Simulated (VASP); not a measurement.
# Bi2B2Ru (R-3m) in VASP: single point with PBEsol

Aim: the single point of Bi2B2Ru with PBEsol.

Everything below comes from runs of VASP 6.6.1. Logs are shortened: lines on timing, memory, paths and dates and some standing lists are left out, and cuts for length are marked.

**1. The cell of the first run**

It takes space group R-3m (No. 166, trigonal). Conventional cell: a = 3.680 Å, b = 3.680 Å, c = 25.583 Å, α = 90.00°, β = 90.00°, γ = 120.00°. Ru (site symmetry -3m) has 6 Bi at 2.60 Å within 3.4 Å. Within 3.4 Å of Bi (site symmetry 3m) lie 3 Ru at 2.60 Å and 3 B at 2.66 Å. Within 3.5 Å of B (site symmetry 3m) lie 3 Bi at 2.66 Å and 3 B at 3.15 Å.

**2. Single point, PBEsol**

The input, POSCAR:

```
Bi2B2Ru
1.0
    0.7704420000     -3.5983850000      0.0000000000
    0.7704420000     -1.7167130000     -3.1624840000
    8.0180000000      3.5983850000      0.0000000000
Ru Bi B
1 2 2
Direct
    0.0000000000      0.0000000000      0.0000000000
    0.7840000000      0.6080000000      0.1760000000
    0.2160000000      0.3920000000      0.8240000000
    0.5760000000      0.2120000000      0.3640000000
    0.4240000000      0.7880000000      0.6360000000
```

The input, INCAR.step1:

```
SYSTEM = Bi2B2Ru
PREC = Accurate
ENCUT = 520
EDIFF = 1E-6
ISMEAR = -1
SIGMA = 0.0113
LREAL = .False.
LASPH = .True.
NELM = 60
ALGO = Normal
ISIF = 2
LWAVE = .False.
LCHARG = .True.
LMAXMIX = 4
GGA = PS
NBANDS = 33
```

The input, KPOINTS.step1:

```
Automatic mesh
0
Gamma
  8 8 8
  0 0 0
```

The input, INCAR.step2:

```
SYSTEM = Bi2B2Ru
PREC = Accurate
ENCUT = 520
EDIFF = 1E-6
ISMEAR = -5
SIGMA = 0.0113
LREAL = .False.
LASPH = .True.
NELM = 60
ALGO = Normal
ISIF = 2
LWAVE = .False.
LCHARG = .False.
LMAXMIX = 4
GGA = PS
LORBIT = 10
NEDOS = 2001
ICHARG = 11
```

The input, KPOINTS.step2:

```
Automatic mesh
0
Gamma
  12 12 12
  0 0 0
```

Potentials or basis: VASP PAW PBE potentials, release 64 (Ru_pv, Bi_d, B).

Run with:

```
$ cat potpaw_PBE.64/Ru_pv/POTCAR potpaw_PBE.64/Bi_d/POTCAR potpaw_PBE.64/B/POTCAR > POTCAR
$ cp INCAR.step1 INCAR
$ cp KPOINTS.step1 KPOINTS
$ mpirun -np 1 vasp_std > vasp.out
$ cp INCAR.step2 INCAR
$ cp KPOINTS.step2 KPOINTS
$ mpirun -np 1 vasp_std > vasp.out
```

OUTCAR:

```text
SYSTEM = Bi2B2Ru
   PREC = Accurate
   ENCUT = 520
   EDIFF = 1E-6
   ISMEAR = -5
   LREAL = .False.
   LASPH = .True.
   NELM = 60
   ISIF = 2
   GGA = PS
   LORBIT = 10
   ICHARG = 11

 ion  position               nearest neighbor table
   1  0.000  0.000  0.000-   2 2.60   3 2.60   2 2.60   3 2.60   3 2.60   2 2.60
   2  0.784  0.608  0.176-   1 2.60   1 2.60   1 2.60   4 2.66   4 2.66   4 2.66   3 3.68   3 3.68
                             3 3.68
   3  0.216  0.392  0.824-   1 2.60   1 2.60   1 2.60   5 2.66   5 2.66   5 2.66   2 3.68   2 3.68
                             2 3.68
   4  0.576  0.212  0.364-   2 2.66   2 2.66   2 2.66
   5  0.424  0.788  0.636-   3 2.66   3 2.66   3 2.66

  LATTYP: Found a trigonal (rhomboedric) cell.
 ALAT       =     8.7884411933
 COS(alpha) =     0.9123344742

  Lattice vectors:

 A1 = (   8.0180000000,   3.5983850000,   0.0000000000)
 A2 = (   8.0180000000,   1.7167130000,   3.1624840000)
 A3 = (   8.7884420000,   0.0000000000,   0.0000000000)

Analysis of symmetry for initial positions (statically):
=====================================================================
 Subroutine PRICEL returns:
 Original cell was already a primitive cell.

 Routine SETGRP: Setting up the symmetry group for a
 trigonal (rhombohedral) supercell.

 Subroutine GETGRP returns: Found 12 space group operations
 (whereof 12 operations were pure point group operations)
 out of a pool of 12 trial point group operations.

The static configuration has the point symmetry D_3d.

Analysis of symmetry for dynamics (positions and initial velocities):
=====================================================================
 Subroutine PRICEL returns:
 Original cell was already a primitive cell.

 Routine SETGRP: Setting up the symmetry group for a
 trigonal (rhombohedral) supercell.

 Subroutine GETGRP returns: Found 12 space group operations
 (whereof 12 operations were pure point group operations)
 out of a pool of 12 trial point group operations.

The dynamic configuration has the point symmetry D_3d.

 Subroutine INISYM returns: Found 12 space group operations
 (whereof 12 operations are pure point group operations),
 and found     1 'primitive' translations

----------------------------------------------------------------------------------------

                                     Primitive cell

  volume of cell :     100.0110

  direct lattice vectors                    reciprocal lattice vectors
     0.770442000 -3.598385000  0.000000000     0.113785811 -0.253540028  0.165351296
     0.770442000 -1.716713000 -3.162484000     0.000000000  0.000000000 -0.316207133
     8.018000000  3.598385000  0.000000000     0.113785811  0.024362420  0.014495594

  length of vectors
     3.679939603  3.679944218  8.788441193     0.323374099  0.316207133  0.117264063

  position of ions in fractional coordinates (direct lattice)
     0.000000000  0.000000000  0.000000000
     0.784000000  0.608000000  0.176000000
     0.216000000  0.392000000  0.824000000
     0.576000000  0.212000000  0.364000000
     0.424000000  0.788000000  0.636000000

  ion indices of the primitive-cell ions
   primitive index   ion index
                 1           1
                 2           2
                 3           3
                 4           4
                 5           5

----------------------------------------------------------------------------------------

 KPOINTS: Automatic mesh

Automatic generation of k-mesh.
 Grid dimensions read from file:
 generate k-points for:   12   12   12

 Generating k-lattice:

  Cartesian coordinates                     Fractional coordinates (reciprocal lattice)
     0.009482151 -0.021128336  0.013779275     0.083333333 -0.000000000  0.000000000
     0.000000000  0.000000000 -0.026350594     0.000000000  0.083333333  0.000000000
     0.009482151  0.002030202  0.001207966     0.000000000  0.000000000  0.083333333

  Length of vectors
     0.026947842  0.026350594  0.009772005

  Shift w.r.t. Gamma in fractional coordinates (k-lattice)
     0.000000000  0.000000000  0.000000000

 TETIRR: Found   2570 inequivalent tetrahedra from    10368

 Subroutine IBZKPT returns following result:
 ===========================================

 Found    189 irreducible k-points:

 Following reciprocal coordinates:
            Coordinates               Weight
  0.000000  0.000000  0.000000      1.000000
  0.083333 -0.000000  0.000000      6.000000
  0.166667  0.000000  0.000000      6.000000
  0.250000  0.000000  0.000000      6.000000
  0.333333  0.000000 -0.000000      6.000000
  0.416667  0.000000 -0.000000      6.000000
[... 16 lines left out ...]
  0.333333  0.250000 -0.000000     12.000000
  0.416667  0.250000 -0.000000     12.000000
 [... further k-points ...]
   k-points           NKPTS =    189   k-points in BZ     NKDIM =    189   number of bands    NBANDS=     30
   number of dos      NEDOS =   2001   number of ions     NIONS =      5
   total plane-waves  NPLWV =  54880
   dimension x,y,z NGX =    28 NGY =   28 NGZ =   70
   dimension x,y,z NGXF=    56 NGYF=   56 NGZF=  140
   ions per type =               1   2   2
   NGX,Y,Z   is equivalent  to a cutoff of  12.65, 12.65, 13.24 a.u.
   NGXF,Y,Z  is equivalent  to a cutoff of  25.30, 25.30, 26.48 a.u.
 SYSTEM =  Bi2B2Ru
   PREC   = accura    normal or accurate (medium, high low for compatibility)
   ISTART =      0    job   : 0-new  1-cont  2-samecut
   ICHARG =     11    charge: 1-file 2-atom 10-const
   ISPIN  =      1    spin polarized calculation?
   LNONCOLLINEAR =      F non collinear calculations
   LSORBIT =      F    spin-orbit coupling
   LASPH  =      T    aspherical Exc in radial PAW
   ENCUT  =  520.0 eV  38.22 Ry    6.18 a.u.   6.84  6.84 16.34*2*pi/ulx,y,z
   NELM   =     60;   NELMIN=  2; NELMDL=  0     # of ELM steps
   EDIFF  = 0.1E-05   stopping-criterion for ELM
   LREAL  =      F    real-space projection
   EDIFFG = 0.1E-04   stopping-criterion for IOM
   NSW    =      0    number of steps for IOM
   IBRION =     -1    ionic relax: 0-MD 1-quasi-New 2-CG
   NFREE  =      0    steps in history (QN), initial steepest desc. (CG)
   ISIF   =      2    stress and relaxation
   ISYM   =      2    0-nonsym 1-usesym 2-fastsym
   POTIM  = 0.5000    time-step for ionic-motion
   TEBEG  =    0.0;   TEEND  =   0.0 temperature during run
   PSTRESS=    0.0 pullay stress
   NELECT =      50.0000    total number of electrons
   NUPDOWN=      -1.0000    fix difference up-down
   EMIN   =  10.00;   EMAX   =-10.00  energy-range for DOS
   EFERMI =   0.00;   METHOD = LEGACY
   ISMEAR =    -5;   SIGMA  =   0.01  broadening in eV -4-tet -1-fermi 0-gaus
   EFERMI_NEDOS =   21; number of points for ismear=-14 and -15
   IALGO  =     38    algorithm
   IMIX   =      4    mixing-type and parameters
     AMIX     =   0.40;   BMIX     =  1.00
     AMIX_MAG =   1.60;   BMIX_MAG =  1.00
  volume/ion in A,a.u.               =      20.00       134.98
  Fermi-wavevector in a.u.,A,eV,Ry     =   1.299318  2.455356 22.969736  1.688228
  Thomas-Fermi vector in A             =   2.430590
   LORBIT       =     10    0 simple, 1 ext, 2 COOP (PROOUT), +10 PAW based schemes
   GGA     = PS    functional components
   LHFCALC =     F    Hartree Fock is set to
   AEXX    =    0.0000 exact exchange contribution
   IVDW    =     0    specifies the selected vdW correction
   LEPSILON=     F    determine dielectric tensor
   LRPA    =     F    only Hartree local field effects (RPA)
 non-spin polarized calculation
 Fermi weights with tetrahedron method with Bloechl corrections
  energy-cutoff  :      520.00
  volume of cell :      100.01
 maximum number of plane-waves:      2713

 number of electron      50.0000011 magnetization

 Free energy of the ion-electron system (eV)
  ---------------------------------------------------
  ext. energy  EPLUGINS =         0.00000000
  ---------------------------------------------------
  free energy    TOTEN  =       -23.85897621 eV

  energy without entropy =      -23.85897621  energy(sigma->0) =      -23.85897621

 E-fermi :   6.8421     XC(G=0): -10.7191

 val. band max:        6.9392005759   @ k =   0.3333   0.3333   0.0833
 cond. band min:       6.7699478042   @ k =   0.3333   0.1667   0.1667
 fundamental gap:     -0.1692527717
 Fermi energy:         6.8421186713

 k-point     1 :       0.0000    0.0000    0.0000
  band No.  band energies     occupation
      1     -35.0675      2.00000
      2     -35.0674      2.00000
      3     -35.0514      2.00000
      4     -15.9607      2.00000
      5     -15.9607      2.00000
      6     -15.9110      2.00000
[... 22 lines left out ...]
     29       9.8804      0.00000
     30      10.9683      0.00000

 k-point     2 :       0.0833   -0.0000    0.0000
  band No.  band energies     occupation
      1     -35.0697      2.00000
      2     -35.0680      2.00000
      3     -35.0511      2.00000
      4     -15.9583      2.00000
      5     -15.9573      2.00000
      6     -15.9149      2.00000
[... 22 lines left out ...]
     29      10.0178      0.00000
     30      10.9608      0.00000

 k-point     3 :       0.1667    0.0000    0.0000
  band No.  band energies     occupation
      1     -35.0758      2.00000
      2     -35.0696      2.00000
      3     -35.0505      2.00000
      4     -15.9525      2.00000
      5     -15.9488      2.00000
      6     -15.9264      2.00000
[... 22 lines left out ...]
     29       9.9238      0.00000
     30      10.7721      0.00000

 k-point     4 :       0.2500    0.0000    0.0000
  band No.  band energies     occupation
      1     -35.0842      2.00000
      2     -35.0718      2.00000
      3     -35.0496      2.00000
      4     -15.9491      2.00000
      5     -15.9394      2.00000
      6     -15.9383      2.00000
[... 22 lines left out ...]
     29       9.9225      0.00000
     30      10.0422      0.00000

 k-point     5 :       0.3333    0.0000   -0.0000
  band No.  band energies     occupation
      1     -35.0925      2.00000
      2     -35.0740      2.00000
      3     -35.0487      2.00000
      4     -15.9633      2.00000
      5     -15.9364      2.00000
      6     -15.9277      2.00000
[... 22 lines left out ...]
     29       8.7643      0.00000
     30       9.9816      0.00000
[... 526 lines left out ...]
     29       9.7743      0.00000
     30      10.6179      0.00000

 k-point    22 :       0.0833    0.2500    0.0000
  band No.  band energies     occupation
      1     -35.0807      2.00000
      2     -35.0714      2.00000
      3     -35.0499      2.00000
      4     -15.9519      2.00000
      5     -15.9414      2.00000
      6     -15.9277      2.00000
[... 22 lines left out ...]
     29       9.5448      0.00000
     30      10.9080      0.00000

 k-point    23 :       0.3333    0.2500   -0.0000
  band No.  band energies     occupation
      1     -35.0887      2.00000
      2     -35.0739      2.00000
      3     -35.0490      2.00000
      4     -15.9572      2.00000
      5     -15.9359      2.00000
      6     -15.9272      2.00000
[... 22 lines left out ...]
     29       9.6347      0.00000
     30      10.4385      0.00000

 k-point    24 :       0.4167    0.2500   -0.0000
  band No.  band energies     occupation
      1     -35.0926      2.00000
      2     -35.0778      2.00000
      3     -35.0484      2.00000
      4     -15.9630      2.00000
      5     -15.9311      2.00000
      6     -15.9153      2.00000
[... 22 lines left out ...]
     29       9.3514      0.00000
     30       9.7620      0.00000

 [... further k-points ...]
[... 5 lines left out ...]
  --------------------------------------------------------------------------------------
  -------------------------------------------------------------------------------------
  Total        1.1833990      2.9263357      2.9804398     -0.3911055     -0.0498252     -0.2327078
  in kB       18.9580612     46.8799213     47.7466692     -6.2655133     -0.7982008     -3.7279812
  external PRESSURE =      37.8615506 kB  Pullay stress =       0.0000000 kB

 VOLUME and BASIS-vectors are now :
 -----------------------------------------------------------------------------
  energy-cutoff  :      520.00
  volume of cell :      100.01
      direct lattice vectors                 reciprocal lattice vectors
     0.770442000 -3.598385000  0.000000000     0.113785811 -0.253540028  0.165351296
     0.770442000 -1.716713000 -3.162484000     0.000000000  0.000000000 -0.316207133
     8.018000000  3.598385000  0.000000000     0.113785811  0.024362420  0.014495594

 POSITION                                       TOTAL-FORCE (eV/Angst)
 -----------------------------------------------------------------------------------
      0.00000      0.00000      0.00000        -0.000000     -0.000000      0.000000
      2.48362     -3.23158     -1.92279         3.162773      0.677173      0.402918
      7.07526      1.51487     -1.23969        -3.162773     -0.677173     -0.402918
      3.52566     -1.12680     -0.67045         0.022780      0.004877      0.002902
      6.03322     -0.58991     -2.49204        -0.022780     -0.004877     -0.002902
 -----------------------------------------------------------------------------------
    total drift:                                0.000000     -0.000000      0.000000

  FREE ENERGIE OF THE ION-ELECTRON SYSTEM (eV)
  ---------------------------------------------------
  free  energy   TOTEN  =       -23.8589762090 eV

  energy  without entropy=      -23.8589762090  energy(sigma->0) =      -23.85897621

 total charge

# of ion       s       p       d       tot
------------------------------------------
    1        0.323   6.193   6.471  12.986
    2        1.450   1.525   9.988  12.963
    3        1.450   1.525   9.988  12.963
    4        0.844   0.550   0.000   1.394
    5        0.844   0.550   0.000   1.394
--------------------------------------------------
tot          4.911  10.343  26.446  41.700
```

It took 11 min on 1 thread of Intel Xeon 8259CL, shared host; peak memory 0.62 GiB.

What came out:

* Valence electrons inside the program's atomic spheres: Ru 12.99; Bi 12.96; B 1.39

Caveat: the PAW data sets were made with another functional, which shifts forces and pressure a little; spin-orbit coupling is left out, which moves the levels of the heavy elements.
